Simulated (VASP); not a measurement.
# CdSe: single point with BLYP+D3(BJ)

Crystal: CdSe.

```
Cd Se
1.0
     0.00000    3.05758    3.05758
     3.05758    0.00000    3.05758
     3.05758    3.05758    0.00000
Cd Se
1 1
Direct
  0.00000 0.00000 0.00000
  0.25000 0.25000 0.25000
```

```
Program                : VASP 6.6.1
Task                   : single point
Functional             : BLYP
Dispersion             : D3(BJ)
Potentials or basis    : VASP PAW PBE potentials, release 64 (Cd, Se)
Cutoff                 : 520 eV
k mesh                 : 8 × 8 × 8
Occupations            : fermi-dirac, width 0.05 eV
Spin                   : no spin polarisation
Dipole correction      : no
Further INCAR settings : ALGO = Normal; EDIFF = 1e-07; NBANDS = 16
```

```json
{
  "Pressure": "0.4 GPa",
  "Band gap on the k mesh": "0.53 eV, direct",
  "Dispersion energy per atom": "-0.699 eV"
}
```

Levels at points of the mesh, in eV from the valence-band top:
| k point | band 6 | band 7 | band 8 | band 9 | band 10 | band 11 | band 12 | band 13 |
| --- | --- | --- | --- | --- | --- | --- | --- | --- |
| (0.00, 0.00, 0.00) | -7.59 | 0.00 | 0.00 | 0.00 | 0.53 | 5.94 | 5.94 | 5.94 |
| (0.50, 0.00, 0.00) | -7.31 | -4.28 | -0.72 | -0.72 | 2.35 | 6.47 | 6.47 | 7.45 |
| (0.50, 0.50, 0.00) | -7.24 | -4.01 | -1.78 | -1.78 | 3.26 | 3.74 | 9.10 | 10.07 |

Wall time 24 s on 1 thread of Intel(R) Xeon(R) Platinum 8488C (Sapphire Rapids), with other jobs on the host, peak memory 0.19 GiB.

Caveat: the PAW data sets were made with another functional, which shifts forces and pressure a little.
